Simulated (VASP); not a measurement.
# PbS (Fm-3m) in VASP: settings compared, part 2 of 3

VASP 6.6.1. The steps go on from the part before.

## Step 4: Electric field gradients, r2SCAN

This run uses another cell than the first one, of 26.07 Å³/atom.

POSCAR

```
PbS
1.0
    0.0000000000      2.9650000000      2.9650000000
    2.9650000000      0.0000000000      2.9650000000
    2.9650000000      2.9650000000      0.0000000000
Pb S
1 1
Direct
    0.0000000000      0.0000000000      0.0000000000
    0.5000000000      0.5000000000      0.5000000000
```

INCAR.step1

```
PREC     = Accurate       # precision mode
ENCUT    = 440            # plane-wave cutoff, eV
ISMEAR   = -1             # smearing method
SIGMA    = 0.01           # smearing width, eV
LREAL    = F              # projectors in reciprocal space
LASPH    = T              # aspherical terms in the spheres
NELM     = 120            # most SCF steps
NBANDS   = 17             # bands
GGA      = PE             # functional
ALGO     = Normal         # electronic algorithm
EDIFF    = 1E-5           # SCF threshold, eV
LWAVE    = T              # write WAVECAR
LCHARG   = F              # write CHGCAR
GGA_COMPAT= F
```

INCAR.step2

```
PREC     = Accurate       # precision mode
ENCUT    = 440            # plane-wave cutoff, eV
EDIFF    = 1E-8           # SCF threshold, eV
ISMEAR   = -1             # smearing method
SIGMA    = 0.01           # smearing width, eV
LREAL    = F              # projectors in reciprocal space
LASPH    = T              # aspherical terms in the spheres
NELM     = 120            # most SCF steps
ALGO     = Normal         # electronic algorithm
ISIF     = 2              # what is computed and relaxed
LWAVE    = F              # write WAVECAR
LCHARG   = F              # write CHGCAR
METAGGA  = R2SCAN         # meta-GGA
LMIXTAU  = T            
LEFG     = T            
NBANDS   = 17             # bands
ISTART   = 1            
GGA_COMPAT= F
```

KPOINTS

```
regular mesh
0
Gamma
  8 8 8
```

Potentials or basis: VASP PAW PBE potentials, release 64 (Pb_d, S).

Started as:

```console
> cat potpaw_PBE.64/Pb_d/POTCAR potpaw_PBE.64/S/POTCAR > POTCAR
> cp INCAR.step1 INCAR
> mpirun -np 1 vasp_std > vasp.out
> cp INCAR.step2 INCAR
> mpirun -np 1 vasp_std > vasp.out
```

OUTCAR:

```text
PREC = Accurate
   ENCUT = 440
   EDIFF = 1E-8
   ISMEAR = -1
   LREAL = F
   LASPH = T
   NELM = 120
   ISIF = 2
   METAGGA = R2SCAN
   ISTART = 1

 ion  position               nearest neighbor table
   1  0.000  0.000  0.000-   2 2.96   2 2.96   2 2.96   2 2.96   2 2.96   2 2.96
   2  0.500  0.500  0.500-   1 2.96   1 2.96   1 2.96   1 2.96   1 2.96   1 2.96

  LATTYP: Found a face centered cubic cell.
 ALAT       =     5.9300000000

  Lattice vectors:

 A1 = (   0.0000000000,   2.9650000000,   2.9650000000)
 A2 = (   2.9650000000,   0.0000000000,   2.9650000000)
 A3 = (   2.9650000000,   2.9650000000,   0.0000000000)

Analysis of symmetry for initial positions (statically):
=====================================================================
 Subroutine PRICEL returns:
 Original cell was already a primitive cell.

 Routine SETGRP: Setting up the symmetry group for a
 face centered cubic supercell.

 Subroutine GETGRP returns: Found 48 space group operations
 (whereof 48 operations were pure point group operations)
 out of a pool of 48 trial point group operations.

The static configuration has the point symmetry O_h .

Analysis of symmetry for dynamics (positions and initial velocities):
=====================================================================
 Subroutine PRICEL returns:
 Original cell was already a primitive cell.

 Routine SETGRP: Setting up the symmetry group for a
 face centered cubic supercell.

 Subroutine GETGRP returns: Found 48 space group operations
 (whereof 48 operations were pure point group operations)
 out of a pool of 48 trial point group operations.

The dynamic configuration has the point symmetry O_h .

 Subroutine INISYM returns: Found 48 space group operations
[... 150 lines left out ...]
 Fermi energy:         5.9298542124

 k-point     1 :       0.0000    0.0000    0.0000
  band No.  band energies     occupation
      1     -11.7408      2.00000
      2     -11.7408      2.00000
      3     -11.7408      2.00000
      4     -11.7252      2.00000
      5     -11.7252      2.00000
      6      -8.5101      2.00000
[... 457 lines left out ...]
      4     -11.7120      2.00000
      5     -11.6908      2.00000
      6      -7.0158      2.00000
[... 9 lines left out ...]
     16      17.1468      0.00000
     17      17.5249      0.00000

 [... further k-points ...]
[... 5 lines left out ...]
  --------------------------------------------------------------------------------------
  -------------------------------------------------------------------------------------
  Total        0.4484735      0.4484735      0.4484735      0.0000000      0.0000000     -0.0000000
  in kB       13.7829862     13.7829862     13.7829862      0.0000000      0.0000000     -0.0000000
  external PRESSURE =      13.7829862 kB  Pullay stress =       0.0000000 kB

 VOLUME and BASIS-vectors are now :
 -----------------------------------------------------------------------------
  energy-cutoff  :      440.00
  volume of cell :       52.13
      direct lattice vectors                 reciprocal lattice vectors
     0.000000000  2.965000000  2.965000000    -0.168634064  0.168634064  0.168634064
     2.965000000  0.000000000  2.965000000     0.168634064 -0.168634064  0.168634064
     2.965000000  2.965000000  0.000000000     0.168634064  0.168634064 -0.168634064

 POSITION                                       TOTAL-FORCE (eV/Angst)
 -----------------------------------------------------------------------------------
      0.00000      0.00000      0.00000         0.000000      0.000000      0.000000
      2.96500      2.96500      2.96500        -0.000000     -0.000000     -0.000000
 -----------------------------------------------------------------------------------
    total drift:                               -0.000000      0.000000      0.000000

  FREE ENERGIE OF THE ION-ELECTRON SYSTEM (eV)
  ---------------------------------------------------
  free  energy   TOTEN  =       -65.6069148579 eV

  energy  without entropy=      -65.6069148579  energy(sigma->0) =      -65.60691486

 Electric field gradients (V/A^2)
---------------------------------------------------------------------
 ion       V_xx      V_yy      V_zz      V_xy      V_xz      V_yz
---------------------------------------------------------------------
   1       0.000    -0.000    -0.000     0.001     0.001     0.001
   2      -0.000    -0.000     0.000     0.000     0.000     0.000
---------------------------------------------------------------------

 Electric field gradients after diagonalization (V/A^2)
 (convention: |V_zz| > |V_xx| > |V_yy|)
----------------------------------------------------------------------
 ion       V_xx      V_yy      V_zz     asymmetry (V_yy - V_xx)/ V_zz
----------------------------------------------------------------------
   1      -0.001    -0.001     0.003       0.000
   2      -0.000    -0.000     0.001       0.000
----------------------------------------------------------------------

           NMR quadrupolar parameters

 Cq : quadrupolar parameter    Cq=e*Q*V_zz/h
 eta: asymmetry parameters     (V_yy - V_xx)/ V_zz
 Q  : nuclear electric quadrupole moment in mb (millibarn)
----------------------------------------------------------------------
 ion       Cq(MHz)       eta       Q (mb)
----------------------------------------------------------------------
   1       0.000       0.000       1.000
   2       0.000       0.000       1.000
----------------------------------------------------------------------
```

OUTCAR.step1:

```text
PREC = Accurate
   ENCUT = 440
   ISMEAR = -1
   LREAL = F
   LASPH = T
   NELM = 120
[... 699 lines left out ...]
 -----------------------------------------------------------------------------------
      0.00000      0.00000      0.00000        -0.000000      0.000000     -0.000000
      2.96500      2.96500      2.96500         0.000000     -0.000000      0.000000
 -----------------------------------------------------------------------------------
    total drift:                               -0.000000      0.000000      0.000000

  FREE ENERGIE OF THE ION-ELECTRON SYSTEM (eV)
  ---------------------------------------------------
  free  energy   TOTEN  =        -8.7555751833 eV

  energy  without entropy=       -8.7555751832  energy(sigma->0) =       -8.75557518
```

OSZICAR.step1:

```text
N       E                     dE             d eps       ncg     rms          rms(c)
DAV:   1     0.151370004377E+03    0.15137E+03   -0.87796E+03   986   0.110E+03
DAV:   2     0.206298944447E+01   -0.14931E+03   -0.14337E+03  1061   0.292E+02
DAV:   3    -0.897462691636E+01   -0.11038E+02   -0.10951E+02  1276   0.873E+01
DAV:   4    -0.922768091965E+01   -0.25305E+00   -0.25287E+00  1272   0.146E+01
DAV:   5    -0.923738576453E+01   -0.97048E-02   -0.97044E-02  1459   0.274E+00    0.465E+00
DAV:   6    -0.875159216807E+01    0.48579E+00   -0.13779E+00  1534   0.799E+00    0.326E+00
DAV:   7    -0.875222574965E+01   -0.63358E-03   -0.14498E-01  1159   0.189E+00    0.186E+00
DAV:   8    -0.875588430589E+01   -0.36586E-02   -0.16310E-02  1173   0.137E+00    0.252E-01
DAV:   9    -0.875539020107E+01    0.49410E-03   -0.34324E-03  1535   0.513E-01    0.831E-02
DAV:  10    -0.875556577861E+01   -0.17558E-03   -0.36554E-04  1106   0.113E-01    0.523E-02
DAV:  11    -0.875557518326E+01   -0.94047E-05   -0.59357E-05  1320   0.822E-02
   1 F= -.87555752E+01 E0= -.87555752E+01  d E =-.879078E-10
```

It took 60 s on 1 thread of AMD EPYC 9R45 (Zen 5), shared host; peak memory 0.15 GiB.

What came out:

```
Free energy                             : -65.6069 eV
Pressure                                : 1.4 GPa
Band gap on the k mesh                  : 0.62 eV
Largest electric field gradient by atom : zero within the noise of the run
```

Levels at points of the mesh, in eV from the valence-band top:
```csv
k point,band 7,band 8,band 9,band 10,band 11,band 12,band 13,band 14
"(0.00, 0.00, 0.00)",-6.11,-2.35,-2.35,-2.35,5.55,5.55,5.55,7.12
"(0.50, 0.00, 0.00)",-9.13,-1.94,-1.94,0.00,0.62,2.17,2.17,9.16
"(0.50, 0.50, 0.00)",-7.37,-5.40,-3.63,-3.63,4.14,6.00,6.09,6.09
```

Caveat: the PAW data sets were made with another functional, which shifts forces and pressure a little; spin-orbit coupling is left out, which moves the levels of the heavy elements.

## Step 5: Electric field gradients, PBE, non-collinear spin, zero start, spin-orbit coupling

This run uses another cell than the first one, of 26.07 Å³/atom.

INCAR

```
  PREC = Accurate
  ENCUT = 400
  EDIFF = 1E-8
  ISMEAR = -1
  SIGMA = 0.01
  LREAL = False
  LASPH = True
  NELM = 200
  ALGO = Normal
  ISIF = 2
  LWAVE = False
  LCHARG = False
  LNONCOLLINEAR = True
  MAGMOM = 0 0 0 0 0 0
  LORBIT = 11
  LSORBIT = True
  GGA_COMPAT = False
  LORBMOM = True
  GGA = PE
  LEFG = True
  NBANDS = 32
```

KPOINTS

```
Automatic mesh
0
Gamma
  8 8 8
```

POSCAR is that of step 4.

Potentials or basis: VASP PAW PBE potentials, release 64 (Pb_d, S).

Started as:

```console
> cat potpaw_PBE.64/Pb_d/POTCAR potpaw_PBE.64/S/POTCAR > POTCAR
> mpirun -np 1 vasp_ncl > vasp.out
```

OUTCAR:

```text
PREC = Accurate
   ENCUT = 400
   EDIFF = 1E-8
   ISMEAR = -1
   LREAL = False
   LASPH = True
   NELM = 200
   ISIF = 2
   LNONCOLLINEAR = True
   LORBIT = 11
   LSORBIT = True
   GGA = PE

 ion  position               nearest neighbor table
   1  0.000  0.000  0.000-   2 2.96   2 2.96   2 2.96   2 2.96   2 2.96   2 2.96
   2  0.500  0.500  0.500-   1 2.96   1 2.96   1 2.96   1 2.96   1 2.96   1 2.96

  LATTYP: Found a face centered cubic cell.
 ALAT       =     5.9300000000

  Lattice vectors:

 A1 = (   0.0000000000,   2.9650000000,   2.9650000000)
 A2 = (   2.9650000000,   0.0000000000,   2.9650000000)
 A3 = (   2.9650000000,   2.9650000000,   0.0000000000)

[... 1159 lines left out ...]
     0.0000000     0.0000000     0.0000000     0.0000000     0.0000000
 l=   3
     0.0000000     0.0000000     0.0000000     0.0000000     0.0000000     0.0000000     0.0000000
     0.0000000     0.0000000     0.0000000     0.0000000     0.0000000     0.0000000     0.0000000
     0.0000000     0.0000000     0.0000000     0.0000000     0.0000000     0.0000000     0.0000000
     0.0000000     0.0000000     0.0000000     0.0000000     0.0000000     0.0000000     0.0000000
     0.0000000     0.0000000     0.0000000     0.0000000     0.0000000     0.0000000     0.0000000
     0.0000000     0.0000000     0.0000000     0.0000000     0.0000000     0.0000000     0.0000000
     0.0000000     0.0000000     0.0000000     0.0000000     0.0000000     0.0000000     0.0000000

 total charge

# of ion       s       p       d       tot
------------------------------------------
    1        1.480   0.527   9.847  11.854
    2        1.354   2.328   0.000   3.682
--------------------------------------------------
tot          2.834   2.855   9.847  15.536

 magnetization (x)

# of ion       s       p       d       tot
------------------------------------------
    1        0.000   0.000   0.000   0.000
    2        0.000   0.000   0.000   0.000
--------------------------------------------------
tot          0.000   0.000   0.000   0.000

 magnetization (y)

# of ion       s       p       d       tot
------------------------------------------
    1        0.000   0.000   0.000   0.000
    2        0.000   0.000   0.000   0.000
--------------------------------------------------
tot          0.000   0.000   0.000   0.000

 magnetization (z)

# of ion       s       p       d       tot
------------------------------------------
    1        0.000   0.000   0.000   0.000
    2        0.000   0.000   0.000   0.000
--------------------------------------------------
tot          0.000   0.000   0.000   0.000
```

OSZICAR:

```text
N       E                     dE             d eps       ncg     rms          rms(c)
DAV:   1     0.195334094133E+03    0.19533E+03   -0.78567E+03  1856   0.111E+03
DAV:   2     0.106316922860E+02   -0.18470E+03   -0.17569E+03  2000   0.343E+02
DAV:   3    -0.868067052759E+01   -0.19312E+02   -0.18860E+02  2384   0.131E+02
DAV:   4    -0.951727452859E+01   -0.83660E+00   -0.83528E+00  2136   0.293E+01
DAV:   5    -0.956173161606E+01   -0.44457E-01   -0.44453E-01  2944   0.639E+00    0.458E+00
DAV:   6    -0.912172595756E+01    0.44001E+00   -0.10234E+00  2720   0.877E+00    0.299E+00
DAV:   7    -0.913085372458E+01   -0.91278E-02   -0.18979E-01  2288   0.230E+00    0.200E+00
DAV:   8    -0.913925463371E+01   -0.84009E-02   -0.50464E-02  2552   0.240E+00    0.988E-01
DAV:   9    -0.913389457894E+01    0.53601E-02   -0.10768E-02  2648   0.112E+00    0.319E-01
DAV:  10    -0.913376098113E+01    0.13360E-03   -0.29657E-03  2560   0.403E-01    0.661E-02
DAV:  11    -0.913388919362E+01   -0.12821E-03   -0.38452E-04  2192   0.119E-01    0.351E-02
DAV:  12    -0.913389543777E+01   -0.62441E-05   -0.48637E-05  2384   0.612E-02    0.960E-03
DAV:  13    -0.913389165614E+01    0.37816E-05   -0.91287E-06  2728   0.283E-02    0.382E-03
DAV:  14    -0.913389165401E+01    0.21321E-08   -0.17755E-06  2536   0.115E-02    0.115E-03
DAV:  15    -0.913389158320E+01    0.70817E-07   -0.86324E-08  2336   0.218E-03    0.965E-04
DAV:  16    -0.913389150189E+01    0.81308E-07   -0.38612E-08  1952   0.151E-03    0.270E-04
DAV:  17    -0.913389151118E+01   -0.92932E-08   -0.44232E-09  1552   0.582E-04
   1 F= -.91338915E+01 E0= -.91337911E+01  d E =-.200782E-03  mag=     0.0000    -0.0000    -0.0000
```

Wall time 54 s (1 thread of AMD EPYC 9R45 (Zen 5), shared host); peak memory 0.23 GiB.

What came out:

- Free energy: -9.1339 eV
- Pressure: 1.9 GPa
- Net moment: 0.00 μB per cell
- Largest electric field gradient by atom: zero within the noise of the run
- Valence electrons inside the program's atomic spheres: Pb 11.85; S 3.68

Moments on the atoms (μB; x, y, z):
```
Pb  0.00 0.00 0.00
S   0.00 0.00 0.00
```

(Part 2 of 3 ends here.)
